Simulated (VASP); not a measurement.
Crystal: SiO2.

```
CELL_PARAMETERS angstrom
4.23597 0.00000 0.00000
0.00000 4.23597 0.00000
0.00000 0.00000 2.69056
ATOMIC_POSITIONS crystal
Si 0.00000 0.00000 0.00000
Si 0.50000 0.50000 0.50000
O 0.30697 0.30697 0.00000
O 0.19303 0.80697 0.50000
O 0.69303 0.69303 0.00000
O 0.80697 0.19303 0.50000
```

- Program: VASP 6.6.1
- Task: relaxation of cell and atoms
- Functional: PBEsol
- Potentials or basis: VASP PAW PBE potentials, release 64 (Si, O)
- Cutoff: 600 eV
- k mesh: 6 × 6 × 8
- Occupations: gaussian, width 0.02 eV
- Spin: no spin polarisation

At the start: pressure -6.3 GPa; volume 8.05 Å³/atom.

Where does the relaxation end?

Over 7 steps the energy falls by 4.0 meV/atom and the volume is 7.86 Å³/atom (-2.4 %); space group P4_2/mnm (No. 136, to 0.1 Å) before and after.

The path:
| step | energy change (eV) | largest force (eV/Å) | pressure (GPa) | volume (Å³) |
| --- | --- | --- | --- | --- |
| 1 | 0.0000 | 0.0067 | -6.28 | 48.28 |
| 2 | 0.0084 | 0.3464 | 8.27 | 46.11 |
| 3 | -0.0203 | 0.1592 | 0.05 | 47.27 |
| 4 | -0.0236 | 0.0176 | 0.06 | 47.14 |
| 5 | -0.0236 | 0.0273 | 0.06 | 47.13 |
| 6 | -0.0238 | 0.0064 | -0.05 | 47.14 |
| 7 | -0.0238 | 0.0002 | -0.03 | 47.14 |

Final structure:
```
CELL_PARAMETERS angstrom
4.19194 0.00000 0.00000
0.00000 4.19194 0.00000
0.00000 0.00000 2.68259
ATOMIC_POSITIONS crystal
Si 0.00000 0.00000 0.00000
Si 0.50000 0.50000 0.50000
O 0.30582 0.30582 0.00000
O 0.19418 0.80582 0.50000
O 0.69418 0.69418 0.00000
O 0.80582 0.19418 0.50000
```

Caveat: the PAW data sets were made with another functional, which shifts forces and pressure a little.
